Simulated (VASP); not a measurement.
A run of VASP 6.6.1:

INCAR

```
PREC = Accurate
ENCUT = 520
EDIFF = 1E-7
ISMEAR = 0
SIGMA = 0.05
LREAL = F
LASPH = T
NELM = 80
ALGO = Fast
ISIF = 2
LWAVE = F
LCHARG = F
GGA = PS
NBANDS = 19
```

Contents of KPOINTS:

```
regular mesh
0
Gamma
  16 16 10
```

POSCAR

```
Zr
1.0
    3.1855271648      0.0000000000      0.0000000000
   -1.5927635824      2.7587474492      0.0000000000
    0.0000000000      0.0000000000      5.1127715389
Zr
2
Direct
    0.3333333333      0.6666666667      0.2500000000
    0.6666666667      0.3333333333      0.7500000000
```

Potentials or basis: VASP PAW PBE potentials, release 64 (Zr_sv).

Command:

```console
$ cat potpaw_PBE.64/Zr_sv/POTCAR > POTCAR
$ mpirun -np 1 vasp_std > vasp.out
```

Hardware: 1 thread of Intel(R) Xeon(R) Platinum 8488C (Sapphire Rapids), on a shared host.

Problem. Estimate the wall time of this run.

Solution. It took 2.6 min on 1 thread of Intel(R) Xeon(R) Platinum 8488C (Sapphire Rapids), on a shared host, peak memory 0.24 GiB. Counts: scf iterations 25, k points 180.
